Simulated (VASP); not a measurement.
Here is a VASP 6.6.1 calculation.

File INCAR:

```
ALGO = Normal ; EDIFF = 1E-6
EDIFFG = -0.002 ; ENCUT = 600
GGA = PS ; IBRION = 2
ISIF = 3 ; ISMEAR = 0
LASPH = True ; LCHARG = False
LREAL = False ; LWAVE = False
NELM = 100 ; NSW = 100
PREC = Accurate ; PSTRESS = -20.0
SIGMA = 0.01
```

File KPOINTS:

```
k-points
0
Gamma
  8 8 6
```

POSCAR

```
SiC
1.0
    3.0757719604      0.0000000000      0.0000000000
   -1.5378859802      2.6636966539      0.0000000000
    0.0000000000      0.0000000000      5.0475313094
Si C
2 2
Direct
    0.3333333333      0.6666666667      0.0045931156
    0.6666666667      0.3333333333      0.5045931156
    0.3333333333      0.6666666667      0.3804068844
    0.6666666667      0.3333333333      0.8804068844
```

Potentials or basis: VASP PAW PBE potentials, release 64 (Si, C).

Run with:

```console
$ cat potpaw_PBE.64/Si/POTCAR potpaw_PBE.64/C/POTCAR > POTCAR
$ mpirun -np 1 vasp_std > vasp.out
```

Question: Predict the relaxed volume.

Answer: 10.45 Å³/atom.

Question: What does it give for the relaxed cell?

Answer: a = 3.086 Å, b = 3.086 Å, c = 5.065 Å, α = 90.00°, β = 90.00°, γ = 120.00°.

Question: Estimate the space group after relaxing (to 0.1 Å).

Answer: P6_3mc (No. 186).

Question: Estimate the band gap on the k mesh.

Answer: 2.39 eV (least direct gap 3.83 eV).

The path:
| step | energy change (eV) | largest force (eV/Å) | pressure (GPa) | volume (Å³) |
| --- | --- | --- | --- | --- |
| 1 | 0.0000 | 0.0004 | 0.26 | 41.35 |
| 2 | 0.0112 | 0.0040 | -4.24 | 42.23 |
| 3 | 0.0024 | 0.0023 | -1.99 | 41.78 |
| 4 | 0.0025 | 0.0023 | -2.03 | 41.79 |
| 5 | 0.0023 | 0.0019 | -2.00 | 41.78 |

Caveat: the cell is relaxed towards a set pressure, so the run minimises the enthalpy, not the energy; the PAW data sets were made with another functional, which shifts forces and pressure a little. Zero-point motion and thermal expansion aren't in these numbers.
